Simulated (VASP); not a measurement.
AlN: single point with PBE

Crystal: AlN.

```
Al N
1.0
     4.40252    0.00000    0.00000
     0.00000   -4.40252    0.00000
     0.00000    0.00000   -4.40252
Al N
4 4
Direct
  0.97976 0.91414 0.97976
  0.50000 0.50000 0.00000
  0.50000 0.00000 0.50000
  0.00000 0.50000 0.50000
  0.75000 0.75000 0.75000
  0.25000 0.25000 0.75000
  0.25000 0.75000 0.25000
  0.75000 0.25000 0.25000
```

This cell differs from its parent crystal: atom 1 (Al) moved by -0.126 Å along [1 1 0] and +0.378 Å along [0 0 1].

* Program: VASP 6.6.1
* Task: single point
* Functional: PBE
* Potentials or basis: VASP PAW PBE potentials, release 64 (Al, N)
* Cutoff: 520 eV
* k mesh: 6 × 6 × 6
* Occupations: gaussian, width 0.05 eV
* Spin: no spin polarisation
* Dipole correction: no
* Further INCAR settings: ALGO = Normal; EDIFF = 1e-07; NBANDS = 26

```
Pressure               : 5.8 GPa
Largest force          : 10.195 eV/Å
Band gap on the k mesh : 1.89 eV, indirect (least direct gap 1.91 eV)
```

Forces in eV/Å, atoms in the order of the input:
```
Al   4.700 -7.730 -4.700
Al  -0.447  1.719 -0.259
Al  -0.368 -1.159  0.368
Al   0.259  1.719  0.447
N   -4.152  3.399  4.152
N   -0.347  0.660 -0.100
N    0.255  0.733 -0.255
N    0.100  0.660  0.347
```

Stress tensor (GPa, compression positive):
```
 8.74 -4.74 -8.73
-4.74 -0.14  4.74
-8.73  4.74  8.74
```

Levels at points of the mesh, in eV from the valence-band top:
| k point | band 12 | band 13 | band 14 | band 15 | band 16 | band 17 | band 18 | band 19 | band 20 | band 21 |
| --- | --- | --- | --- | --- | --- | --- | --- | --- | --- | --- |
| (0.00, 0.00, 0.00) | -2.00 | -1.92 | -0.53 | -0.41 | -0.03 | 1.89 | 2.25 | 3.41 | 4.04 | 7.38 |
| (0.50, 0.00, 0.00) | -2.49 | -1.60 | -1.41 | -1.31 | -1.07 | 4.37 | 4.61 | 5.86 | 6.37 | 8.94 |
| (0.00, 0.50, 0.00) | -3.01 | -2.43 | -2.12 | -0.95 | -0.55 | 4.64 | 4.80 | 5.71 | 6.34 | 8.92 |
| (0.50, 0.50, 0.00) | -2.20 | -1.33 | -1.08 | -0.95 | -0.54 | 6.28 | 6.32 | 7.54 | 8.03 | 8.05 |
| (0.50, 0.00, 0.50) | -2.67 | -2.01 | -1.70 | -0.55 | -0.08 | 6.12 | 6.48 | 7.48 | 7.83 | 8.02 |
| (0.50, 0.50, 0.50) | -1.01 | -0.92 | -0.62 | -0.50 | 0.00 | 5.97 | 6.38 | 6.58 | 6.82 | 8.28 |

Run time: 66 s on 1 thread of Intel(R) Xeon(R) 6975P-C (Granite Rapids) (shared host), peak memory 0.26 GiB.

Caveat: the cell differs from its parent crystal (atom 1 (Al) moved by -0.126 Å along [1 1 0] and +0.378 Å along [0 0 1]); forces of over 1 eV/Å act on the atoms, so gaps and moduli don't describe the material at rest. A k mesh can miss the band edges.
